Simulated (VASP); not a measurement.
Input of a VASP 6.6.1 run:

Contents of POSCAR:

```
NaF
1.0
    3.1603484110      0.0000000000      0.0000000000
   -1.5801742055      2.7369420088      0.0000000000
    0.0000000000      0.0000000000      5.5419910632
Na F
2 2
Direct
    0.0000000000      0.0000000000      0.0000000000
    0.0000000000      0.0000000000      0.5000000000
    0.3333333333      0.6666666667      0.2500000000
    0.6666666667      0.3333333333      0.7500000000
```

INCAR.step1

```
SYSTEM = NaF
PREC     = Accurate       ! precision mode
ENCUT    = 520            ! plane-wave cutoff, eV
ISMEAR   = -1             ! smearing method
SIGMA    = 0.03           ! smearing width, eV
LREAL    = .False.        ! projectors in reciprocal space
LASPH    = .True.         ! aspherical terms in the spheres
NELM     = 100            ! most SCF steps
NBANDS   = 22             ! bands
GGA      = PE             ! functional
ALGO     = Normal         ! electronic algorithm
EDIFF    = 1E-4           ! SCF threshold, eV
LWAVE    = .True.         ! write WAVECAR
LCHARG   = .False.        ! write CHGCAR
```

File INCAR.step2:

```
SYSTEM = NaF
PREC     = Accurate       ! precision mode
ENCUT    = 520            ! plane-wave cutoff, eV
EDIFF    = 1E-6           ! SCF threshold, eV
ISMEAR   = -1             ! smearing method
SIGMA    = 0.03           ! smearing width, eV
LREAL    = .False.        ! projectors in reciprocal space
LASPH    = .True.         ! aspherical terms in the spheres
NELM     = 100            ! most SCF steps
ALGO     = Normal         ! electronic algorithm
ISIF     = 2              ! what is computed and relaxed
LWAVE    = .False.        ! write WAVECAR
LCHARG   = .True.         ! write CHGCAR
METAGGA  = R2SCAN         ! meta-GGA
LMIXTAU  = .True.       
LUSE_VDW = .True.       
IVDW_NL  = 2            
BPARAM   = 11.95        
CPARAM   = 0.0093       
LELF     = .True.         ! ELF
LVHAR    = .True.       
NBANDS   = 22             ! bands
ISTART   = 1
```

KPOINTS

```
Automatic mesh
0
Gamma
  12 12 4
  0 0 0
```

Potentials or basis: VASP PAW PBE potentials, release 64 (Na_pv, F).

Run with:

```sh
$ cat potpaw_PBE.64/Na_pv/POTCAR potpaw_PBE.64/F/POTCAR > POTCAR
$ cp INCAR.step1 INCAR
$ mpirun -np 1 vasp_std > vasp.out
$ cp INCAR.step2 INCAR
$ mpirun -np 1 vasp_std > vasp.out
```

What does it give for the band gap on the k mesh?

7.22 eV, direct.

Predict the pressure.

-0.6 GPa.

Stress tensor (GPa, compression positive):
```
-0.55  0.00  0.00
 0.00 -0.55  0.00
 0.00  0.00 -0.67
```

Caveat: the PAW data sets were made with another functional, which shifts forces and pressure a little. A k mesh can miss the band edges.
